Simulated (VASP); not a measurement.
# AlSn (P-6m2) in VASP: further runs, part 2 of 2

VASP 6.6.1. The steps go on from the part before.

## 3. Vibrations by perturbation theory, LDA

INCAR reads:

```
ALGO = Normal
EDIFF = 1E-8
ENCUT = 520
GGA = CA
IBRION = 8
ISIF = 2
ISMEAR = -1
LASPH = True
LCHARG = False
LREAL = False
LWAVE = False
NBANDS = 16
NELM = 60
NSW = 1
PREC = Accurate
SIGMA = 0.05
```

KPOINTS reads:

```
k-points
0
Gamma
  5 5 6
```

POSCAR reads:

```
AlSn
1.0
    4.1981056157      0.0000000000      0.0000000000
   -2.0990528078      3.6356661109      0.0000000000
    0.0000000000      0.0000000000      3.3068470000
Sn Al
1 1
Direct
    0.3333333333      0.6666666667      0.5000000000
    0.0000000000      0.0000000000      0.0000000000
```

Potentials or basis: VASP PAW LDA potentials, release 64 (Sn_d, Al).

Started as:

```
cat potpaw_LDA.64/Sn_d/POTCAR potpaw_LDA.64/Al/POTCAR > POTCAR
mpirun -np 1 vasp_std > vasp.out
```

OUTCAR:

```text
EDIFF = 1E-8
   ENCUT = 520
   GGA = CA
   IBRION = 8
   ISIF = 2
   ISMEAR = -1
   LASPH = True
   LREAL = False
   NELM = 60
   NSW = 1
   PREC = Accurate

 ion  position               nearest neighbor table
   1  0.333  0.667  0.500-   2 2.93   2 2.93   2 2.93   2 2.93   2 2.93   2 2.93
   2  0.000  0.000  0.000-   1 2.93   1 2.93   1 2.93   1 2.93   1 2.93   1 2.93

  LATTYP: Found a hexagonal cell.
 ALAT       =     4.1981056157
 C/A-ratio  =     0.7876998110

  Lattice vectors:

 A1 = (   4.1981056157,   0.0000000000,   0.0000000000)
 A2 = (  -2.0990528078,   3.6356661109,   0.0000000000)
 A3 = (   0.0000000000,   0.0000000000,   3.3068470000)

Analysis of symmetry for initial positions (statically):
=====================================================================
 Subroutine PRICEL returns:
 Original cell was already a primitive cell.

 Routine SETGRP: Setting up the symmetry group for a
 hexagonal supercell.

 Subroutine GETGRP returns: Found 12 space group operations
 (whereof 12 operations were pure point group operations)
 out of a pool of 24 trial point group operations.

The static configuration has the point symmetry D_3h.

Analysis of symmetry for dynamics (positions and initial velocities):
=====================================================================
 Subroutine PRICEL returns:
 Original cell was already a primitive cell.

 Routine SETGRP: Setting up the symmetry group for a
 hexagonal supercell.

 Subroutine GETGRP returns: Found 12 space group operations
 (whereof 12 operations were pure point group operations)
 out of a pool of 24 trial point group operations.

The dynamic configuration has the point symmetry D_3h.

 Subroutine INISYM returns: Found 12 space group operations
 (whereof 12 operations are pure point group operations),
 and found     1 'primitive' translations

----------------------------------------------------------------------------------------

                                     Primitive cell

  volume of cell :      50.4721

  direct lattice vectors                    reciprocal lattice vectors
     4.198105616  0.000000000  0.000000000     0.238202678  0.137526380  0.000000000
    -2.099052808  3.635666111  0.000000000     0.000000000  0.275052760  0.000000000
     0.000000000  0.000000000  3.306847000     0.000000000  0.000000000  0.302402863

  length of vectors
     4.198105616  4.198105616  3.306847000     0.275052760  0.275052760  0.302402863

  position of ions in fractional coordinates (direct lattice)
     0.333333333  0.666666667  0.500000000
     0.000000000  0.000000000  0.000000000

  ion indices of the primitive-cell ions
   primitive index   ion index
                 1           1
                 2           2
[... 118 lines left out ...]

 val. band max:        6.1352578561   @ k =   0.2000   0.0000   0.5000
 cond. band min:       6.3767764699   @ k =   0.0000   0.0000   0.1667
 fundamental gap:      0.2415186138
 Fermi energy:         6.2013001419

 k-point     1 :       0.0000    0.0000    0.0000
  band No.  band energies     occupation
      1     -15.1125      2.00000
      2     -14.9763      2.00000
      3     -14.9763      2.00000
      4     -14.9713      2.00000
      5     -14.9713      2.00000
      6      -4.2733      2.00000
[... 359 lines left out ...]
      5     -14.9178      2.00000
      6       0.5685      2.00000
[... 8 lines left out ...]
     15      16.7860      0.00000
     16      17.7754      0.00000

------------------------ aborting loop because EDIFF is reached ----------------------------------------

  FORCE on cell =-STRESS in cart. coord.  units (eV):
  Direction    XX          YY          ZZ          XY          YZ          ZX
  --------------------------------------------------------------------------------------
  -------------------------------------------------------------------------------------
  Total       -0.9045338     -0.9045338     -1.2594970     -0.0000000      0.0000000      0.0000000
  in kB      -28.7133529    -28.7133529    -39.9812418     -0.0000000      0.0000000      0.0000000
  external PRESSURE =     -32.4693158 kB  Pullay stress =       0.0000000 kB

 VOLUME and BASIS-vectors are now :
 -----------------------------------------------------------------------------
  energy-cutoff  :      520.00
  volume of cell :       50.47
      direct lattice vectors                 reciprocal lattice vectors
     4.198105616  0.000000000  0.000000000     0.238202678  0.137526380  0.000000000
    -2.099052808  3.635666111  0.000000000     0.000000000  0.275052760  0.000000000
     0.000000000  0.000000000  3.306847000     0.000000000  0.000000000  0.302402863

 POSITION                                       TOTAL-FORCE (eV/Angst)
 -----------------------------------------------------------------------------------
     -0.00000      2.42378      1.65342        -0.000000      0.000000      0.000000
      0.00000      0.00000      0.00000         0.000000     -0.000000      0.000000
 -----------------------------------------------------------------------------------
    total drift:                               -0.000000      0.000000     -0.000000

  FREE ENERGIE OF THE ION-ELECTRON SYSTEM (eV)
  ---------------------------------------------------
  free  energy   TOTEN  =        -8.2228124346 eV

  energy  without entropy=       -8.2137521088  energy(sigma->0) =       -8.21828227

[... ionic steps 2 to 3 ...]

--------------------------------------- Ionic step        4  -------------------------------------------

------------------------ aborting loop because EDIFF is reached ----------------------------------------
[... 11 lines left out ...]
[... ionic steps 8 to 8 ...]

--------------------------------------- Ionic step        9  -------------------------------------------

 Free energy of the ion-electron system (eV)
  ---------------------------------------------------
  ---------------------------------------------------
  free energy    TOTEN  =        -0.00503190 eV

  energy without entropy =       -0.00503190

------------------------ aborting loop because EDIFF is reached ----------------------------------------

 INTERNAL STRAIN TENSOR  FOR ION    2  DIRECTION 3   (eV/Angst):
 -----------------------------------------------------------------------------
     0.00006 -0.00000 -0.00000
    -0.00000  0.00006  0.00000
    -0.00000  0.00000 -0.00291

 INTERNAL STRAIN TENSOR FOR ION    2 for displacements in x,y,z  (eV/Angst):
          X           Y           Z          XY          YZ          ZX
  --------------------------------------------------------------------------------
  x    -0.00000     0.00000    -0.00000    -3.27945     0.00000     0.00000
  y    -3.27945     3.27945     0.00000     0.00000     0.00000     0.00000
  z     0.00000     0.00000     0.00000     0.00000    -0.00000     0.00000

 SECOND DERIVATIVES (NOT SYMMETRIZED)
 ------------------------------------
               1X          1Y          1Z          2X          2Y          2Z
  1X    -3.423238   -0.000000    0.000000    3.423238    0.000000    0.000000
  1Y    -0.000000   -3.423238    0.000000    0.000000    3.423238    0.000000
  1Z    -0.000000    0.000000   -0.700632    0.000000    0.000000    0.700632
  2X     3.433838    0.000000    0.000000   -3.433838   -0.000000    0.000000
  2Y     0.000000    3.433838    0.000000   -0.000000   -3.433838    0.000000
  2Z     0.000000    0.000000    0.706358   -0.000000   -0.000000   -0.706358

 Eigenvectors and eigenvalues of the dynamical matrix
 ----------------------------------------------------

   1 f  =    6.176752 THz    38.809680 2PiTHz  206.034285 cm-1    25.544984 meV
             X         Y         Z           dx          dy          dz
     -0.000000  2.423777  1.653423     0.407569    0.136437   -0.000000
      0.000000  0.000000  0.000000    -0.856222   -0.286628    0.000000
[... 21 lines left out ...]
   6 f/i=    0.004416 THz     0.027746 2PiTHz    0.147298 cm-1     0.018263 meV
             X         Y         Z           dx          dy          dz
     -0.000000  2.423777  1.653423    -0.000000    0.000000   -0.903344
      0.000000  0.000000  0.000000    -0.000000    0.000000   -0.428917

--------------------------------------------------------------------------------------------------------

 ELASTIC MODULI CONTR FROM IONIC RELAXATION (kBar)
 Direction    XX          YY          ZZ          XY          YZ          ZX
 --------------------------------------------------------------------------------
 XX         -96.3743     96.3743     -0.0000     -0.0000     -0.0000      0.0000
 YY          96.3743    -96.3743     -0.0000     -0.0000      0.0000     -0.0000
 ZZ          -0.0000     -0.0000     -0.0000     -0.0000     -0.0000      0.0000
 XY          -0.0000     -0.0000     -0.0000    -96.3743      0.0000     -0.0000
 YZ          -0.0000      0.0000     -0.0000      0.0000     -0.0000      0.0000
 ZX           0.0000     -0.0000      0.0000     -0.0000      0.0000     -0.0000
 --------------------------------------------------------------------------------
```

Run time: 3.9 min. Hardware: 1 thread of Intel Xeon 8259CL, shared host; peak memory 0.26 GiB.

What came out:

| Quantity | Value |
| --- | --- |
| Highest phonon frequency at Γ | 206 cm⁻¹ |

Phonon frequencies in cm⁻¹ (negative: imaginary):
```tsv
q point	frequencies
(0.000, 0.000, 0.000)	0 0 0 93 206 206
```

Caveat: the cell stands under pressure or tension, which shifts response properties; spin-orbit coupling is left out, which moves the levels of the heavy elements.
